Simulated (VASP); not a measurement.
# LiCl (Fm-3m) in VASP: a series of runs, part 2 of 2

VASP 6.6.1.

**4. Relaxation of cell and atoms, PBE**

This run uses another cell than the first one, of 16.87 Å³/atom, 0.932 times its volume.

INCAR

```
PREC = Accurate ; ENCUT = 600
EDIFF = 1E-6 ; ISMEAR = 0
SIGMA = 0.02 ; LREAL = False
LASPH = True ; NELM = 80
ALGO = Normal ; ISIF = 3
LWAVE = False ; LCHARG = False
GGA = PE ; IBRION = 2
NSW = 100 ; EDIFFG = -0.005
```

KPOINTS

```
Automatic mesh
0
Gamma
  8 8 8
```

POSCAR

```
LiCl
1.0
    0.0000000000      2.5647700000      2.5647700000
    2.5647700000      0.0000000000      2.5647700000
    2.5647700000      2.5647700000      0.0000000000
Li Cl
1 1
Direct
    0.0000000000      0.0000000000      0.0000000000
    0.5000000000      0.5000000000      0.5000000000
```

Potentials or basis: VASP PAW PBE potentials, release 64 (Li_sv, Cl).

Launch:

```
$ cat potpaw_PBE.64/Li_sv/POTCAR potpaw_PBE.64/Cl/POTCAR > POTCAR
$ mpirun -np 1 vasp_std > vasp.out
```

OUTCAR:

```text
PREC = Accurate
   ENCUT = 600
   EDIFF = 1E-6
   ISMEAR = 0
   LREAL = False
   LASPH = True
   NELM = 80
   ISIF = 3
   GGA = PE
   IBRION = 2
   NSW = 100
   EDIFFG = -0.005

 ion  position               nearest neighbor table
   1  0.000  0.000  0.000-   2 2.56   2 2.56   2 2.56   2 2.56   2 2.56   2 2.56
   2  0.500  0.500  0.500-   1 2.56   1 2.56   1 2.56   1 2.56   1 2.56   1 2.56

  LATTYP: Found a face centered cubic cell.
 ALAT       =     5.1295400000

  Lattice vectors:

 A1 = (   0.0000000000,   2.5647700000,   2.5647700000)
 A2 = (   2.5647700000,   0.0000000000,   2.5647700000)
 A3 = (   2.5647700000,   2.5647700000,   0.0000000000)

Analysis of symmetry for initial positions (statically):
=====================================================================
 Subroutine PRICEL returns:
 Original cell was already a primitive cell.
[... 180 lines left out ...]

 k-point     1 :       0.0000    0.0000    0.0000
  band No.  band energies     occupation
      1     -42.9421      2.00000
      2     -12.8173      2.00000
      3       0.5788      2.00000
      4       0.5788      2.00000
      5       0.5788      2.00000
      6       6.9191      0.00000
      7      12.5178      0.00000
      8      12.5178      0.00000
      9      12.5178      0.00000
[... 347 lines left out ...]
--------------------------------------- Ionic step        3  -------------------------------------------

 number of electron      10.0000006 magnetization

 Free energy of the ion-electron system (eV)
  ---------------------------------------------------
  ext. energy  EPLUGINS =         0.00000000
  ---------------------------------------------------
  free energy    TOTEN  =        -7.38573560 eV

  energy without entropy =       -7.38573560  energy(sigma->0) =       -7.38573560

 E-fermi :   0.6089     XC(G=0):  -8.6942

 val. band max:        0.5162539686   @ k =   0.0000   0.0000   0.0000
 cond. band min:       6.8082197370   @ k =   0.0000   0.0000   0.0000
 fundamental gap:      6.2919657683
 Fermi energy:         0.6089368358

 k-point     1 :       0.0000    0.0000    0.0000
  band No.  band energies     occupation
      1     -43.0194      2.00000
      2     -12.8505      2.00000
      3       0.5163      2.00000
      4       0.5163      2.00000
      5       0.5163      2.00000
      6       6.8082      0.00000
      7      12.4476      0.00000
      8      12.4476      0.00000
      9      12.4476      0.00000
[... 305 lines left out ...]
  FREE ENERGIE OF THE ION-ELECTRON SYSTEM (eV)
  ---------------------------------------------------
  free  energy   TOTEN  =        -7.3857356002 eV

  energy  without entropy=       -7.3857356002  energy(sigma->0) =       -7.38573560

 reached required accuracy - stopping structural energy minimisation
```

OSZICAR:

```text
N       E                     dE             d eps       ncg     rms          rms(c)
DAV:   1     0.440684684481E+02    0.44068E+02   -0.44957E+03   522   0.112E+03
DAV:   2    -0.538131745609E+01   -0.49450E+02   -0.47716E+02   687   0.168E+02
DAV:   3    -0.739183538560E+01   -0.20105E+01   -0.20072E+01   583   0.401E+01
[... 20 lines left out ...]
DAV:   2    -0.738582391295E+01    0.59033E-03   -0.16046E-03   657   0.283E-01    0.604E-02
DAV:   3    -0.738574605343E+01    0.77860E-04   -0.30170E-04   541   0.112E-01    0.374E-02
DAV:   4    -0.738573683354E+01    0.92199E-05   -0.79970E-06   885   0.246E-02    0.665E-03
DAV:   5    -0.738573540881E+01    0.14247E-05   -0.93509E-07   303   0.803E-03    0.193E-03
DAV:   6    -0.738573560022E+01   -0.19141E-06   -0.85549E-08   261   0.348E-03
   3 F= -.73857356E+01 E0= -.73857356E+01  d E =-.276197E-03
```

It took 20 s on 1 thread of Intel Xeon 6975P-C, shared host; peak memory 0.16 GiB.

What came out:

```
Free energy                            : -7.3857 eV
Relaxed volume                         : 17.01 Å³/atom
Relaxed cell                           : a = 3.637 Å, b = 3.637 Å, c = 3.637 Å, α = 60.00°, β = 60.00°, γ = 60.00°
Space group after relaxing (to 0.05 Å) : Fm-3m (No. 225)
Energy gained by relaxing              : 0.1 meV/atom
Ionic steps                            : 3
Pressure after relaxing                : 0.0 GPa
Band gap on the k mesh                 : 6.29 eV, direct
```

The path:
```
step  energy change (eV)  largest force (eV/Å)  pressure (GPa)  volume (Å³)
   1              0.0000                0.0000            0.31        33.74
   2             -0.0002                0.0000            0.14        33.90
   3             -0.0003                0.0000            0.02        34.03
```

Final structure:
```
Li Cl
1.0
     0.00000    2.57200    2.57200
     2.57200    0.00000    2.57200
     2.57200    2.57200    0.00000
Li Cl
1 1
Direct
  0.00000 0.00000 0.00000
  0.50000 0.50000 0.50000
```

Levels at points of the mesh, in eV from the valence-band top:
| k point | band 1 | band 2 | band 3 | band 4 | band 5 | band 6 | band 7 | band 8 | band 9 |
| --- | --- | --- | --- | --- | --- | --- | --- | --- | --- |
| (0.00, 0.00, 0.00) | -43.54 | -13.37 | 0.00 | 0.00 | 0.00 | 6.29 | 11.93 | 11.93 | 11.93 |
| (0.50, 0.00, 0.00) | -43.53 | -12.81 | -2.78 | -0.25 | -0.25 | 6.75 | 9.50 | 9.50 | 12.89 |
| (0.50, 0.50, 0.00) | -43.53 | -12.57 | -2.85 | -1.08 | -1.08 | 7.87 | 8.31 | 12.37 | 14.05 |

Caveat: the cutoff is under 1.25 times the usual one of these potentials, so pressure, stress and relaxed cells hold a basis-set (Pulay) error.

**5. Overview**

| task | cell | cutoff (eV) | gap on the mesh (eV) |
| --- | --- | --- | --- |
| single point | a = 3.713 Å, angles 60.0°, 2 atoms | 520 | 5.96 |
| single point | a = 3.759 Å, angles 60.0°, 2 atoms | 520 | 5.77 |
| relaxation of cell and atoms | relaxed from a = 3.627 Å, angles 60.0°, 2 atoms | 600 | 6.29 |

Alike in all rows: level PBE; potentials or basis VASP PAW PBE potentials, release 64 (Li_sv, Cl); no spin polarisation; k mesh 8 × 8 × 8; smearing gaussian 0.02 eV.

Caveats: the cutoff is under 1.25 times the usual one of these potentials, so pressure, stress and relaxed cells hold a basis-set (Pulay) error.

Absolute energies hang on the potentials; compare differences alone.
